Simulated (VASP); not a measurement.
# GaN (F-43m) in VASP: notebook

Runs on GaN. Level: LDA. Tasks: relaxation of cell and atoms, single point.

Program: VASP 6.6.1. These are calculated values, not measurements. Logs are shortened: lines on timing, memory, paths and dates and some standing lists are left out, and cuts for length are marked.

### 1 The cell of the first run

The structure is cubic, space group F-43m (No. 216). The conventional cell has a = 4.507 Å, b = 4.507 Å, c = 4.507 Å, α = 90.00°, β = 90.00°, γ = 90.00°. Within 2.6 Å of Ga (site symmetry -43m) lie 4 N at 1.95 Å. N (site symmetry -43m) has 4 Ga at 1.95 Å within 2.6 Å.

### 2 Relaxation of cell and atoms, LDA

Contents of INCAR:

```
PREC = Accurate
ENCUT = 600
EDIFF = 1E-6
ISMEAR = 0
SIGMA = 0.02
LREAL = F
LASPH = T
NELM = 80
ALGO = Normal
ISIF = 3
LWAVE = F
LCHARG = F
GGA = CA
IBRION = 2
NSW = 100
EDIFFG = -0.005
```

Contents of KPOINTS:

```
Automatic mesh
0
Gamma
  10 10 10
```

Contents of POSCAR:

```
GaN
1.0
    0.0000000000      2.2535006075      2.2535006075
    2.2535006075      0.0000000000      2.2535006075
    2.2535006075      2.2535006075      0.0000000000
Ga N
1 1
Direct
    0.0000000000      0.0000000000      0.0000000000
    0.7500000000      0.7500000000      0.7500000000
```

Potentials or basis: VASP PAW LDA potentials, release 64 (Ga_d, N).

On the command line:

```bash
$ cat potpaw_LDA.64/Ga_d/POTCAR potpaw_LDA.64/N/POTCAR > POTCAR
$ mpirun -np 1 vasp_std > vasp.out
```

OUTCAR:

```text
PREC = Accurate
   ENCUT = 600
   EDIFF = 1E-6
   ISMEAR = 0
   LREAL = F
   LASPH = T
   NELM = 80
   ISIF = 3
   GGA = CA
   IBRION = 2
   NSW = 100
   EDIFFG = -0.005

 ion  position               nearest neighbor table
   1  0.000  0.000  0.000-   2 1.95   2 1.95   2 1.95   2 1.95
   2  0.750  0.750  0.750-   1 1.95   1 1.95   1 1.95   1 1.95

  LATTYP: Found a face centered cubic cell.
 ALAT       =     4.5070012150

  Lattice vectors:

 A1 = (   0.0000000000,   2.2535006075,   2.2535006075)
 A2 = (   2.2535006075,   0.0000000000,   2.2535006075)
 A3 = (   2.2535006075,   2.2535006075,   0.0000000000)

Analysis of symmetry for initial positions (statically):
=====================================================================
 Subroutine PRICEL returns:
 Original cell was already a primitive cell.

 Routine SETGRP: Setting up the symmetry group for a
 face centered cubic supercell.

 Subroutine GETGRP returns: Found 24 space group operations
 (whereof 24 operations were pure point group operations)
 out of a pool of 48 trial point group operations.

The static configuration has the point symmetry T_d .

Analysis of symmetry for dynamics (positions and initial velocities):
=====================================================================
 Subroutine PRICEL returns:
 Original cell was already a primitive cell.

 Routine SETGRP: Setting up the symmetry group for a
 face centered cubic supercell.

 Subroutine GETGRP returns: Found 24 space group operations
 (whereof 24 operations were pure point group operations)
 out of a pool of 48 trial point group operations.

The dynamic configuration has the point symmetry T_d .

 Subroutine INISYM returns: Found 24 space group operations
 (whereof 24 operations are pure point group operations),
 and found     1 'primitive' translations

----------------------------------------------------------------------------------------

                                     Primitive cell

  volume of cell :      22.8877

  direct lattice vectors                    reciprocal lattice vectors
     0.000000000  2.253500607  2.253500607    -0.221877020  0.221877020  0.221877020
     2.253500607  0.000000000  2.253500607     0.221877020 -0.221877020  0.221877020
     2.253500607  2.253500607  0.000000000     0.221877020  0.221877020 -0.221877020

[... 96 lines left out ...]
   EMIN   =  10.00;   EMAX   =-10.00  energy-range for DOS
   EFERMI =   0.00;   METHOD = LEGACY
   ISMEAR =     0;   SIGMA  =   0.02  broadening in eV -4-tet -1-fermi 0-gaus
   EFERMI_NEDOS =   21; number of points for ismear=-14 and -15
   IALGO  =     38    algorithm
   IMIX   =      4    mixing-type and parameters
     AMIX     =   0.40;   BMIX     =  1.00
     AMIX_MAG =   1.60;   BMIX_MAG =  1.00
  volume/ion in A,a.u.               =      11.44        77.23
  Fermi-wavevector in a.u.,A,eV,Ry     =   1.511117  2.855596 31.068543  2.283473
  Thomas-Fermi vector in A             =   2.621216
   LORBIT       =      0    0 simple, 1 ext, 2 COOP (PROOUT), +10 PAW based schemes
   GGA     = CA    functional components
   LHFCALC =     F    Hartree Fock is set to
   AEXX    =    0.0000 exact exchange contribution
   IVDW    =     0    specifies the selected vdW correction
   LEPSILON=     F    determine dielectric tensor
   LRPA    =     F    only Hartree local field effects (RPA)
 conjugate gradient relaxation of ions
 non-spin polarized calculation
 Gauss-broadening in eV      SIGMA  =   0.02
  energy-cutoff  :      600.00
  volume of cell :       22.89
 maximum number of plane-waves:       785
 NGX is ok and might be reduce to    28
   NGX = 13   NGY = 13   NGZ = 13

--------------------------------------- Ionic step        1  -------------------------------------------

 number of electron      18.0000005 magnetization

 Free energy of the ion-electron system (eV)
  ---------------------------------------------------
  ext. energy  EPLUGINS =         0.00000000
  ---------------------------------------------------
  free energy    TOTEN  =       -13.93335767 eV

  energy without entropy =      -13.93335767  energy(sigma->0) =      -13.93335767

------------------------ aborting loop because EDIFF is reached ----------------------------------------

  FORCE on cell =-STRESS in cart. coord.  units (eV):
  Direction    XX          YY          ZZ          XY          YZ          ZX
  --------------------------------------------------------------------------------------
  -------------------------------------------------------------------------------------
  Total       -0.7995329     -0.7995329     -0.7995329      0.0000000      0.0000000      0.0000000
  in kB      -55.9685287    -55.9685287    -55.9685287      0.0000000      0.0000000      0.0000000
  external PRESSURE =     -55.9685287 kB  Pullay stress =       0.0000000 kB
[... 59 lines left out ...]
--------------------------------------- Ionic step        3  -------------------------------------------

 number of electron      18.0000001 magnetization

 Free energy of the ion-electron system (eV)
  ---------------------------------------------------
  ext. energy  EPLUGINS =         0.00000000
  ---------------------------------------------------
  free energy    TOTEN  =       -13.94539604 eV

  energy without entropy =      -13.94539604  energy(sigma->0) =      -13.94539604

 E-fermi :   5.4825     XC(G=0): -12.2768

 val. band max:        5.3612970644   @ k =   0.0000   0.0000   0.0000
 cond. band min:       7.3010500304   @ k =   0.0000   0.0000   0.0000
 fundamental gap:      1.9397529660
 Fermi energy:         5.4825496268

 k-point     1 :       0.0000    0.0000    0.0000
  band No.  band energies     occupation
      1     -10.7015      2.00000
      2      -8.2231      2.00000
      3      -8.2231      2.00000
      4      -8.2231      2.00000
      5      -7.8742      2.00000
      6      -7.8742      2.00000
      7       5.3613      2.00000
      8       5.3613      2.00000
      9       5.3613      2.00000
     10       7.3011      0.00000
     11      15.6563      0.00000
     12      15.6563      0.00000
     13      15.6563      0.00000
[... 354 lines left out ...]
  band No.  band energies     occupation
      1      -9.6722      2.00000
      2      -8.0896      2.00000
      3      -7.9795      2.00000
      4      -7.9783      2.00000
      5      -7.8083      2.00000
      6      -6.8755      2.00000
      7       0.2471      2.00000
      8       2.7638      2.00000
      9       3.1022      2.00000
     10       9.7689      0.00000
     11      12.5621      0.00000
     12      16.1564      0.00000
     13      18.2946      0.00000

 [... further k-points ...]
[... 5 lines left out ...]
  --------------------------------------------------------------------------------------
  -------------------------------------------------------------------------------------
  Total        0.0051504      0.0051504      0.0051504      0.0000000      0.0000000      0.0000000
  in kB        0.3713450      0.3713450      0.3713450      0.0000000      0.0000000      0.0000000
  external PRESSURE =       0.3713450 kB  Pullay stress =       0.0000000 kB
[... 17 lines left out ...]
  FREE ENERGIE OF THE ION-ELECTRON SYSTEM (eV)
  ---------------------------------------------------
  free  energy   TOTEN  =       -13.9453960426 eV

  energy  without entropy=      -13.9453960426  energy(sigma->0) =      -13.94539604

 reached required accuracy - stopping structural energy minimisation
```

It took 24 s on 1 thread of Intel Xeon Platinum 8559C (Emerald Rapids), shared host; peak memory 0.16 GiB.

Results:

```yaml
Free_energy: -13.9454 eV
Relaxed_volume: 11.11 Å³/atom
Relaxed_cell: a = 3.156 Å, b = 3.156 Å, c = 3.156 Å, α = 60.00°, β = 60.00°, γ = 60.00°
Space_group_after_relaxing_to_0.05_Å: F-43m (No. 216)
Energy_gained_by_relaxing: 6.0 meV/atom
Ionic_steps: 3
Pressure_after_relaxing: 0.0 GPa
Band_gap_on_the_k_mesh: 1.94 eV, direct
```

Step by step:
```
step  energy change (eV)  largest force (eV/Å)  pressure (GPa)  volume (Å³)
   1              0.0000                0.0000           -5.60        22.89
   2             -0.0003                0.0000            6.11        21.59
   3             -0.0120                0.0000            0.04        22.22
```

Final structure:
```
Ga N
1.0
     0.00000    2.23142    2.23142
     2.23142    0.00000    2.23142
     2.23142    2.23142    0.00000
Ga N
1 1
Direct
  0.00000 0.00000 0.00000
  0.75000 0.75000 0.75000
```

Levels at points of the mesh, in eV from the valence-band top:
```csv
k point,band 5,band 6,band 7,band 8,band 9,band 10,band 11,band 12,band 13
"(0.00, 0.00, 0.00)",-13.24,-13.24,0.00,0.00,0.00,1.94,10.29,10.29,10.29
"(0.50, 0.00, 0.00)",-13.18,-11.86,-7.32,-1.02,-1.02,4.75,8.74,10.36,10.36
"(0.50, 0.50, 0.00)",-13.15,-11.38,-6.33,-2.84,-2.84,3.26,6.66,11.71,14.07
```

Expect the measured gap to be larger: semilocal functionals such as LDA lack the derivative discontinuity.

### 3 Single point, LDA

This run uses another cell than the first one, of 11.23 Å³/atom, 0.981 times its volume.

Contents of INCAR:

```
SYSTEM = GaN
ALGO = Normal
EDIFF = 1E-7
ENCUT = 520
GGA = CA
ISIF = 2
ISMEAR = 0
LASPH = .True.
LCHARG = .False.
LREAL = .False.
LWAVE = .False.
NBANDS = 16
NELM = 100
PREC = Accurate
SIGMA = 0.01
```

Contents of KPOINTS:

```
k-points
0
Gamma
  10 10 10
  0 0 0
```

Contents of POSCAR:

```
GaN
1.0
    0.0000000000      2.2390892917      2.2390892917
    2.2390892917      0.0000000000      2.2390892917
    2.2390892917      2.2390892917      0.0000000000
Ga N
1 1
Direct
    0.0000000000      0.0000000000      0.0000000000
    0.7500000000      0.7500000000      0.7500000000
```

Potentials or basis: VASP PAW LDA potentials, release 64 (Ga_d, N).

On the command line:

```bash
$ cat potpaw_LDA.64/Ga_d/POTCAR potpaw_LDA.64/N/POTCAR > POTCAR
$ mpirun -np 1 vasp_std > vasp.out
```

It took 7.7 s on 1 thread of Intel Xeon Platinum 8488C (Sapphire Rapids), shared host; peak memory 0.13 GiB.

Results (log left out):

| Property | Result |
| --- | --- |
| Free energy | -13.9430 eV |
| Pressure | -2.0 GPa |
| Band gap on the k mesh | 1.87 eV, direct |

Levels at points of the mesh, in eV from the valence-band top:
| k point | band 5 | band 6 | band 7 | band 8 | band 9 | band 10 | band 11 | band 12 | band 13 | band 14 |
| --- | --- | --- | --- | --- | --- | --- | --- | --- | --- | --- |
| (0.00, 0.00, 0.00) | -13.23 | -13.23 | 0.00 | 0.00 | 0.00 | 1.87 | 10.23 | 10.23 | 10.23 | 17.57 |
| (0.50, 0.00, 0.00) | -13.18 | -11.85 | -7.25 | -1.00 | -1.00 | 4.68 | 8.69 | 10.30 | 10.30 | 15.55 |
| (0.50, 0.50, 0.00) | -13.15 | -11.38 | -6.28 | -2.80 | -2.80 | 3.25 | 6.60 | 11.64 | 13.96 | 13.96 |

Expect the measured gap to be larger: semilocal functionals such as LDA lack the derivative discontinuity.

### 4 Relaxation of cell and atoms, LDA, target pressure -3 GPa, at which the enthalpy is minimised

This run uses another cell than the first one, of 11.06 Å³/atom, 0.966 times its volume.

Contents of INCAR:

```
SYSTEM = GaN
ALGO     = Normal         ! electronic algorithm
EDIFF    = 1E-6           ! SCF threshold, eV
EDIFFG   = -0.001         ! ionic threshold
ENCUT    = 600            ! plane-wave cutoff, eV
IBRION   = 2              ! ionic algorithm
ISIF     = 3              ! what is computed and relaxed
ISMEAR   = 0              ! smearing method
LASPH    = .TRUE.         ! aspherical terms in the spheres
LCHARG   = .FALSE.        ! write CHGCAR
LREAL    = .FALSE.        ! projectors in reciprocal space
LWAVE    = .FALSE.        ! write WAVECAR
NELM     = 100            ! most SCF steps
NSW      = 80             ! ionic steps
PREC     = Accurate       ! precision mode
PSTRESS  = -30.0        
SIGMA    = 0.01           ! smearing width, eV
```

Contents of KPOINTS:

```
k-points
0
G
  10 10 10
  0 0 0
```

Contents of POSCAR:

```
GaN
1.0
    0.0000000000      2.2277008293      2.2277008293
    2.2277008293      0.0000000000      2.2277008293
    2.2277008293      2.2277008293      0.0000000000
Ga N
1 1
Direct
    0.0000000000      0.0000000000      0.0000000000
    0.7500000000      0.7500000000      0.7500000000
```

On the command line:

```bash
$ cat potpaw_LDA.64/Ga_d/POTCAR potpaw_LDA.64/N/POTCAR > POTCAR
$ mpirun -np 1 vasp_std > vasp.out
```

Run time: 44 s. Hardware: 1 thread of Intel Xeon Platinum 8488C (Sapphire Rapids), shared host; peak memory 0.16 GiB.

The run converged. Its results:

| Quantity | Value |
| --- | --- |
| Free energy | -13.9412 eV |
| Relaxed volume | 11.28 Å³/atom |
| Relaxed cell | a = 3.172 Å, b = 3.172 Å, c = 3.172 Å, α = 60.00°, β = 60.00°, γ = 60.00° |
| Space group after relaxing (to 0.05 Å) | F-43m (No. 216) |
| Energy change on relaxing (the enthalpy is what falls) | +1.4 meV/atom |
| Ionic steps | 15 |
| Pressure after relaxing | -3.0 GPa |
| Band gap on the k mesh | 1.84 eV, direct |

The path:
```tsv
step	energy change (eV)	largest force (eV/Å)	pressure (GPa)	volume (Å³)
1	0.0000	0.0000	1.00	22.11
2	0.0160	0.0000	-6.45	23.01
3	0.0030	0.0000	-3.02	22.57
4	0.0028	0.0000	-2.89	22.56
5	0.0028	0.0000	-2.93	22.56
6	0.0028	0.0000	-2.92	22.56
7	0.0028	0.0000	-2.96	22.56
8	0.0028	0.0000	-2.94	22.56
9	0.0028	0.0000	-2.95	22.56
10	0.0028	0.0000	-2.95	22.56
11	0.0028	0.0000	-2.95	22.56
12	0.0028	0.0000	-2.95	22.56
13	0.0029	0.0000	-2.94	22.56
14	0.0029	0.0000	-3.07	22.56
15	0.0029	0.0000	-3.00	22.56
```

Final structure:
```xyz
2
Lattice="0.0000 2.2428 2.2428 2.2428 0.0000 2.2428 2.2428 2.2428 0.0000" Properties=species:S:1:pos:R:3 pbc="T T T"
Ga    0.0000    0.0000    0.0000
N     3.3642    3.3642    3.3642
```

Levels at points of the mesh, in eV from the valence-band top:
| k point | band 6 | band 7 | band 8 | band 9 | band 10 | band 11 | band 12 | band 13 |
| --- | --- | --- | --- | --- | --- | --- | --- | --- |
| (0.00, 0.00, 0.00) | -13.23 | 0.00 | 0.00 | 0.00 | 1.84 | 10.20 | 10.20 | 10.20 |
| (0.50, 0.00, 0.00) | -11.85 | -7.21 | -1.00 | -1.00 | 4.64 | 8.67 | 10.28 | 10.28 |
| (0.50, 0.50, 0.00) | -11.38 | -6.26 | -2.78 | -2.78 | 3.25 | 6.57 | 11.60 | 13.91 |

Caveat: the cell is relaxed towards a set pressure, so the enthalpy falls and the energy may rise.

### 5 Single point, LDA

This run uses another cell than the first one, of 9.32 Å³/atom, 0.814 times its volume.

Contents of INCAR:

```
  ALGO = Normal
  EDIFF = 1E-7
  ENCUT = 520
  ISIF = 2
  ISMEAR = 0
  LASPH = T
  LCHARG = F
  LREAL = F
  LWAVE = F
  NBANDS = 16
  NELM = 100
  PREC = Accurate
  SIGMA = 0.01
```

Contents of KPOINTS:

```
k-points
0
Gamma
  10 10 10
```

Contents of POSCAR:

```
GaN
1.0
    0.0000000000      2.1042943824      2.1042943824
    2.1042943824      0.0000000000      2.1042943824
    2.1042943824      2.1042943824      0.0000000000
Ga N
1 1
Direct
    0.0000000000      0.0000000000      0.0000000000
    0.7500000000      0.7500000000      0.7500000000
```

On the command line:

```bash
$ cat potpaw_LDA.64/Ga_d/POTCAR potpaw_LDA.64/N/POTCAR > POTCAR
$ mpirun -np 1 vasp_std > vasp.out
```

Run time: 9.8 s. Hardware: 1 thread of Intel Xeon Platinum 8488C (Sapphire Rapids), shared host; peak memory 0.13 GiB.

The run converged. Its results:

| Quantity | Value |
| --- | --- |
| Free energy | -13.4419 eV |
| Pressure | 52.1 GPa |
| Band gap on the k mesh | 3.07 eV, direct |

Levels at points of the mesh, in eV from the valence-band top:
```
           k point  band 5  band 6  band 7  band 8  band 9  band 10  band 11  band 12  band 13  band 14
(0.00, 0.00, 0.00)  -13.37  -13.37    0.00    0.00    0.00     3.07    11.41    11.41    11.41    19.97
(0.50, 0.00, 0.00)  -13.29  -11.97   -8.65   -1.27   -1.27     5.97     9.58    11.25    11.25    17.27
(0.50, 0.50, 0.00)  -13.24  -11.54   -7.12   -3.56   -3.56     3.29     7.60    13.16    16.00    16.00
```

A k mesh can miss the band edges.

### 6 Summary

```csv
task,cell,cutoff (eV),smearing,gap on the mesh (eV),pressure (GPa)
relaxation of cell and atoms,"relaxed from a = 3.187 Å, angles 60.0°, 2 atoms",600,gaussian 0.02 eV,1.94,0.0
single point,"a = 3.167 Å, angles 60.0°, 2 atoms",520,gaussian 0.01 eV,1.87,-2.0
relaxation of cell and atoms,"relaxed to -3 GPa from a = 3.150 Å, angles 60.0°, 2 atoms",600,gaussian 0.01 eV,1.84,-3.0
single point,"a = 2.976 Å, angles 60.0°, 2 atoms",520,gaussian 0.01 eV,3.07,52.1
```

Alike in all rows: level LDA; potentials or basis VASP PAW LDA potentials, release 64 (Ga_d, N); no spin polarisation; k mesh 10 × 10 × 10.

Caveats: the cell is relaxed towards a set pressure, so the enthalpy falls and the energy may rise (some runs).

Total energies depend on the potentials used, so only differences within one code and one set of settings carry meaning.
